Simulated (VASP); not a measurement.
# SnO (Pmm2) in VASP: single point with PBEsol

Aim: the single point of SnO with PBEsol.

All numbers are computed with VASP 6.6.1; they aren't measurements. Logs are shortened: lines on timing, memory, paths and dates and some standing lists are left out, and cuts for length are marked.

## (1) The cell of the first run

The structure is orthorhombic, space group Pmm2 (No. 25). Conventional cell: a = 3.802 Å, b = 3.802 Å, c = 4.836 Å, α = 90.00°, β = 90.00°, γ = 90.00°. Sn (site symmetry mm2) has 4 O at 2.22 to 2.39 Å within 2.9 Å. Within 2.8 Å of Sn (site symmetry mm2) lie 4 O at 2.08 to 2.22 Å. Within 2.8 Å of O (site symmetry mm2) lie 4 Sn at 2.08 to 2.39 Å and 4 O at 2.71 Å. Within 2.9 Å of O (site symmetry mm2) lie 4 Sn at 2.22 Å and 4 O at 2.71 Å.

## (2) Single point, PBEsol (atom 3 (O) moved by (+0.000, -0.300) A along x and z)

INCAR reads:

```
PREC = Accurate
ENCUT = 520
EDIFF = 1E-6
ISMEAR = 0
SIGMA = 0.15
LREAL = False
LASPH = True
NELM = 80
ALGO = Fast
ISIF = 2
LWAVE = False
LCHARG = True
GGA = PS
LELF = True
LVHAR = True
NBANDS = 28
```

KPOINTS reads:

```
regular mesh
0
Gamma
  12 12 10
```

POSCAR reads:

```
SnO
1.0
    3.8020000000      0.0000000000      0.0000000000
    0.0000000000      3.8020000000      0.0000000000
    0.0000000000      0.0000000000      4.8360000000
Sn O
2 2
Direct
    0.0000000000      0.5000000000      0.2385000000
    0.5000000000      0.0000000000      0.7615000000
    0.0000000000      0.0000000000     -0.0620347395
    0.5000000000      0.5000000000      0.0000000000
```

Potentials or basis: VASP PAW PBE potentials, release 64 (Sn_d, O).

Launch:

```
$ cat potpaw_PBE.64/Sn_d/POTCAR potpaw_PBE.64/O/POTCAR > POTCAR
$ mpirun -np 1 vasp_std > vasp.out
```

OUTCAR:

```text
PREC = Accurate
   ENCUT = 520
   EDIFF = 1E-6
   ISMEAR = 0
   LREAL = False
   LASPH = True
   NELM = 80
   ISIF = 2
   GGA = PS

 ion  position               nearest neighbor table
   1  0.000  0.500  0.239-   4 2.22   4 2.22   3 2.39   3 2.39   2 3.54   2 3.54   2 3.54   2 3.54
                             2 3.69   2 3.69   2 3.69   2 3.69
   2  0.500  0.000  0.761-   3 2.08   3 2.08   4 2.22   4 2.22   1 3.54   1 3.54   1 3.54   1 3.54
                             1 3.69   1 3.69   1 3.69   1 3.69
   3  0.000  0.000  0.938-   2 2.08   2 2.08   1 2.39   1 2.39
   4  0.500  0.500  0.000-   1 2.22   2 2.22   2 2.22   1 2.22

  LATTYP: Found a simple tetragonal cell.
 ALAT       =     3.8020000000
 C/A-ratio  =     1.2719621252

  Lattice vectors:

 A1 = (   3.8020000000,   0.0000000000,   0.0000000000)
 A2 = (   0.0000000000,   3.8020000000,   0.0000000000)
 A3 = (   0.0000000000,   0.0000000000,   4.8360000000)

Analysis of symmetry for initial positions (statically):
=====================================================================
 Subroutine PRICEL returns:
 Original cell was already a primitive cell.

 Routine SETGRP: Setting up the symmetry group for a
 simple tetragonal supercell.

 Subroutine GETGRP returns: Found  4 space group operations
 (whereof  4 operations were pure point group operations)
 out of a pool of 16 trial point group operations.

The static configuration has the point symmetry C_2v.

Analysis of symmetry for dynamics (positions and initial velocities):
=====================================================================
 Subroutine PRICEL returns:
 Original cell was already a primitive cell.

 Routine SETGRP: Setting up the symmetry group for a
 simple tetragonal supercell.

 Subroutine GETGRP returns: Found  4 space group operations
 (whereof  4 operations were pure point group operations)
 out of a pool of 16 trial point group operations.

The dynamic configuration has the point symmetry C_2v.

 Subroutine INISYM returns: Found  4 space group operations
 (whereof  4 operations are pure point group operations),
 and found     1 'primitive' translations

----------------------------------------------------------------------------------------

                                     Primitive cell

  volume of cell :      69.9054

  direct lattice vectors                    reciprocal lattice vectors
     3.802000000  0.000000000  0.000000000     0.263019463  0.000000000  0.000000000
     0.000000000  3.802000000  0.000000000     0.000000000  0.263019463  0.000000000
     0.000000000  0.000000000  4.836000000     0.000000000  0.000000000  0.206782465

  length of vectors
     3.802000000  3.802000000  4.836000000     0.263019463  0.263019463  0.206782465

  position of ions in fractional coordinates (direct lattice)
     0.000000000  0.500000000  0.238500000
     0.500000000  0.000000000  0.761500000
     0.000000000  0.000000000  0.937965261
     0.500000000  0.500000000  0.000000000

  ion indices of the primitive-cell ions
   primitive index   ion index
                 1           1
                 2           2
                 3           3
                 4           4

----------------------------------------------------------------------------------------

 KPOINTS: regular mesh

Automatic generation of k-mesh.
 Grid dimensions read from file:
 generate k-points for:   12   12   10

 Generating k-lattice:

  Cartesian coordinates                     Fractional coordinates (reciprocal lattice)
     0.021918289  0.000000000  0.000000000     0.083333333  0.000000000  0.000000000
     0.000000000  0.021918289  0.000000000     0.000000000  0.083333333  0.000000000
     0.000000000  0.000000000  0.020678246     0.000000000  0.000000000  0.100000000

  Length of vectors
     0.021918289  0.021918289  0.020678246

  Shift w.r.t. Gamma in fractional coordinates (k-lattice)
     0.000000000  0.000000000  0.000000000

 Subroutine IBZKPT returns following result:
 ===========================================

 Found    294 irreducible k-points:

 Following reciprocal coordinates:
            Coordinates               Weight
  0.000000  0.000000  0.000000      1.000000
  0.083333  0.000000  0.000000      2.000000
  0.000000  0.083333  0.000000      2.000000
  0.166667  0.000000  0.000000      2.000000
  0.000000  0.166667  0.000000      2.000000
  0.250000  0.000000  0.000000      2.000000
[... 16 lines left out ...]
  0.500000  0.083333  0.000000      2.000000
 -0.083333  0.500000  0.000000      2.000000
 [... further k-points ...]
   k-points           NKPTS =    294   k-points in BZ     NKDIM =    294   number of bands    NBANDS=     28
   number of dos      NEDOS =    301   number of ions     NIONS =      4
   total plane-waves  NPLWV =  28224
   dimension x,y,z NGX =    28 NGY =   28 NGZ =   36
   dimension x,y,z NGXF=    56 NGYF=   56 NGZF=   72
   ions per type =               2   2
   NGX,Y,Z   is equivalent  to a cutoff of  12.24, 12.24, 12.38 a.u.
   NGXF,Y,Z  is equivalent  to a cutoff of  24.49, 24.49, 24.75 a.u.
 SYSTEM =  unknown system
   PREC   = accura    normal or accurate (medium, high low for compatibility)
   ISTART =      0    job   : 0-new  1-cont  2-samecut
   ICHARG =      2    charge: 1-file 2-atom 10-const
   ISPIN  =      1    spin polarized calculation?
   LNONCOLLINEAR =      F non collinear calculations
   LSORBIT =      F    spin-orbit coupling
   LASPH  =      T    aspherical Exc in radial PAW
   ENCUT  =  520.0 eV  38.22 Ry    6.18 a.u.   7.07  7.07  8.99*2*pi/ulx,y,z
   NELM   =     80;   NELMIN=  2; NELMDL= -5     # of ELM steps
   EDIFF  = 0.1E-05   stopping-criterion for ELM
   LREAL  =      F    real-space projection
[... 7 lines left out ...]
   TEBEG  =    0.0;   TEEND  =   0.0 temperature during run
   PSTRESS=    0.0 pullay stress
   NELECT =      40.0000    total number of electrons
   NUPDOWN=      -1.0000    fix difference up-down
   EMIN   =  10.00;   EMAX   =-10.00  energy-range for DOS
   EFERMI =   0.00;   METHOD = LEGACY
   ISMEAR =     0;   SIGMA  =   0.15  broadening in eV -4-tet -1-fermi 0-gaus
   EFERMI_NEDOS =   21; number of points for ismear=-14 and -15
   IALGO  =     68    algorithm
   IMIX   =      4    mixing-type and parameters
     AMIX     =   0.40;   BMIX     =  1.00
     AMIX_MAG =   1.60;   BMIX_MAG =  1.00
  volume/ion in A,a.u.               =      17.48       117.94
  Fermi-wavevector in a.u.,A,eV,Ry     =   1.359121  2.568365 25.132801  1.847209
  Thomas-Fermi vector in A             =   2.485896
   LORBIT       =      0    0 simple, 1 ext, 2 COOP (PROOUT), +10 PAW based schemes
   GGA     = PS    functional components
   LHFCALC =     F    Hartree Fock is set to
   AEXX    =    0.0000 exact exchange contribution
   IVDW    =     0    specifies the selected vdW correction
   LEPSILON=     F    determine dielectric tensor
   LRPA    =     F    only Hartree local field effects (RPA)
 non-spin polarized calculation
 RMM-DIIS sequential band-by-band and
 Gauss-broadening in eV      SIGMA  =   0.15
  energy-cutoff  :      520.00
  volume of cell :       69.91
 maximum number of plane-waves:      1904
   NGX = 15   NGY = 15   NGZ = 17

 number of electron      39.9999994 magnetization

 Free energy of the ion-electron system (eV)
  ---------------------------------------------------
  ext. energy  EPLUGINS =         0.00000000
  ---------------------------------------------------
  free energy    TOTEN  =       -23.90308897 eV

  energy without entropy =      -23.90134576  energy(sigma->0) =      -23.90221736

 E-fermi :   7.1094     XC(G=0): -10.5038

 val. band max:        7.0443381176   @ k =   0.5000   0.5000   0.0000
 cond. band min:       7.1817221098   @ k =   0.5000   0.4167   0.0000
 fundamental gap:      0.1373839922
 Fermi energy:         7.1094060859

 k-point     1 :       0.0000    0.0000    0.0000
  band No.  band energies     occupation
      1     -14.9637      2.00000
      2     -14.5925      2.00000
      3     -14.5386      2.00000
      4     -14.5291      2.00000
      5     -14.5236      2.00000
      6     -14.4984      2.00000
[... 20 lines left out ...]
     27      13.6666      0.00000
     28      14.5110      0.00000

 k-point     2 :       0.0833    0.0000    0.0000
  band No.  band energies     occupation
      1     -14.9550      2.00000
      2     -14.5860      2.00000
      3     -14.5380      2.00000
      4     -14.5308      2.00000
      5     -14.5299      2.00000
      6     -14.4941      2.00000
[... 20 lines left out ...]
     27      13.5738      0.00000
     28      15.1237      0.00000

 k-point     3 :       0.0000    0.0833    0.0000
  band No.  band energies     occupation
      1     -14.9610      2.00000
      2     -14.6055      2.00000
      3     -14.5327      2.00000
      4     -14.5303      2.00000
      5     -14.5223      2.00000
      6     -14.4975      2.00000
[... 20 lines left out ...]
     27      13.9619      0.00000
     28      14.7678      0.00000

 k-point     4 :       0.1667    0.0000    0.0000
  band No.  band energies     occupation
      1     -14.9313      2.00000
      2     -14.5734      2.00000
      3     -14.5485      2.00000
      4     -14.5372      2.00000
      5     -14.5309      2.00000
      6     -14.4833      2.00000
[... 20 lines left out ...]
     27      13.7139      0.00000
     28      16.3371      0.00000

 k-point     5 :       0.0000    0.1667    0.0000
  band No.  band energies     occupation
      1     -14.9532      2.00000
      2     -14.6396      2.00000
      3     -14.5330      2.00000
      4     -14.5209      2.00000
      5     -14.5192      2.00000
      6     -14.4947      2.00000
[... 20 lines left out ...]
     27      14.3112      0.00000
     28      15.8772      0.00000

 k-point     6 :       0.2500    0.0000    0.0000
  band No.  band energies     occupation
      1     -14.8984      2.00000
      2     -14.5979      2.00000
      3     -14.5442      2.00000
      4     -14.5392      2.00000
      5     -14.5292      2.00000
      6     -14.4676      2.00000
[... 463 lines left out ...]
      5     -14.4980      2.00000
      6     -14.4335      2.00000
[... 20 lines left out ...]
     27      15.0516      0.00000
     28      15.7619      0.00000

 k-point    22 :      -0.0833    0.4167    0.0000
  band No.  band energies     occupation
      1     -14.8968      2.00000
      2     -14.7921      2.00000
      3     -14.5435      2.00000
      4     -14.5183      2.00000
      5     -14.4870      2.00000
      6     -14.4758      2.00000
[... 20 lines left out ...]
     27      15.4337      0.00000
     28      15.9135      0.00000

 k-point    23 :       0.5000    0.0833    0.0000
  band No.  band energies     occupation
      1     -14.8123      2.00000
      2     -14.7294      2.00000
      3     -14.5475      2.00000
      4     -14.5467      2.00000
      5     -14.4960      2.00000
      6     -14.4287      2.00000
[... 20 lines left out ...]
     27      15.1542      0.00000
     28      15.5033      0.00000

 k-point    24 :      -0.0833    0.5000    0.0000
  band No.  band energies     occupation
      1     -14.8836      2.00000
      2     -14.8155      2.00000
      3     -14.5444      2.00000
      4     -14.5170      2.00000
      5     -14.4841      2.00000
      6     -14.4747      2.00000
[... 20 lines left out ...]
     27      15.5754      0.00000
     28      15.8388      0.00000

 [... further k-points ...]
[... 5 lines left out ...]
  --------------------------------------------------------------------------------------
  -------------------------------------------------------------------------------------
  Total        3.0329866     -1.2814941      0.1374130      0.0000000      0.0000000      0.0000000
  in kB       69.5137243    -29.3708611      3.1494014      0.0000000      0.0000000      0.0000000
  external PRESSURE =      14.4307548 kB  Pullay stress =       0.0000000 kB

 VOLUME and BASIS-vectors are now :
 -----------------------------------------------------------------------------
  energy-cutoff  :      520.00
  volume of cell :       69.91
      direct lattice vectors                 reciprocal lattice vectors
     3.802000000  0.000000000  0.000000000     0.263019463  0.000000000  0.000000000
     0.000000000  3.802000000  0.000000000     0.000000000  0.263019463  0.000000000
     0.000000000  0.000000000  4.836000000     0.000000000  0.000000000  0.206782465

 POSITION                                       TOTAL-FORCE (eV/Angst)
 -----------------------------------------------------------------------------------
      0.00000      1.90100      1.15339         0.000000      0.000000     -0.441496
      1.90100      0.00000      3.68261         0.000000      0.000000     -1.511233
      0.00000      0.00000      4.53600         0.000000      0.000000      1.992381
      1.90100      1.90100      0.00000         0.000000      0.000000     -0.039652
 -----------------------------------------------------------------------------------
    total drift:                                0.000000      0.000000     -0.000193

  FREE ENERGIE OF THE ION-ELECTRON SYSTEM (eV)
  ---------------------------------------------------
  free  energy   TOTEN  =       -23.9030889658 eV

  energy  without entropy=      -23.9013457590  energy(sigma->0) =      -23.90221736
```

Wall time 16 min (1 thread of Oxide Virtual Turin-like, shared host); peak memory 0.49 GiB.

What came out:

* Free energy: -23.9031 eV
* Pressure: 1.4 GPa
* Largest force: 1.992 eV/Å
* Band gap on the k mesh: zero (bands 20 and 21 overlap by 0.14 eV)

Forces on the atoms (eV/Å):
```
Sn   0.000  0.000 -0.441
Sn   0.000  0.000 -1.511
O    0.000  0.000  1.992
O    0.000  0.000 -0.040
```

Stress tensor (GPa, compression positive):
```
 6.95  0.00  0.00
 0.00 -2.94  0.00
 0.00  0.00  0.31
```

Levels at points of the mesh, in eV from the Fermi level:
```
           k point  band 17  band 18  band 19  band 20  band 21  band 22  band 23  band 24
(0.00, 0.00, 0.00)    -3.72    -3.64    -3.02    -0.13     2.04     4.17     4.26     4.58
(0.50, 0.00, 0.00)    -4.84    -4.43    -3.02    -2.55     3.57     3.80     4.84     5.32
(0.00, 0.50, 0.00)    -5.31    -4.98    -2.79    -2.47     2.18     2.44     5.67     5.78
(0.50, 0.50, 0.00)    -2.94    -2.70    -2.13    -1.37    -0.22    -0.07     3.95     4.70
(0.00, 0.00, 0.50)    -3.72    -3.22    -3.00    -2.18     1.46     2.52     3.27     3.59
(0.50, 0.00, 0.50)    -4.96    -4.38    -2.28    -1.57     2.47     2.86     4.36     5.31
(0.00, 0.50, 0.50)    -5.55    -4.94    -2.03    -1.30     1.92     2.41     5.29     5.88
(0.50, 0.50, 0.50)    -3.41    -3.16    -2.25    -1.93     1.74     2.23     3.90     4.43
```

Caveat: the cell differs from its parent crystal (atom 3 (O) moved by (+0.000, -0.300) A along x and z); the stress differs along the axes, from -3 to 7 GPa; semilocal functionals underestimate gaps, and a narrow one can read as zero; the PAW data sets were made with another functional, which shifts forces and pressure a little; spin-orbit coupling is left out, which moves the levels of the heavy elements.

The gap in the log of VASP goes by the Fermi energy; the results here count the filled bands.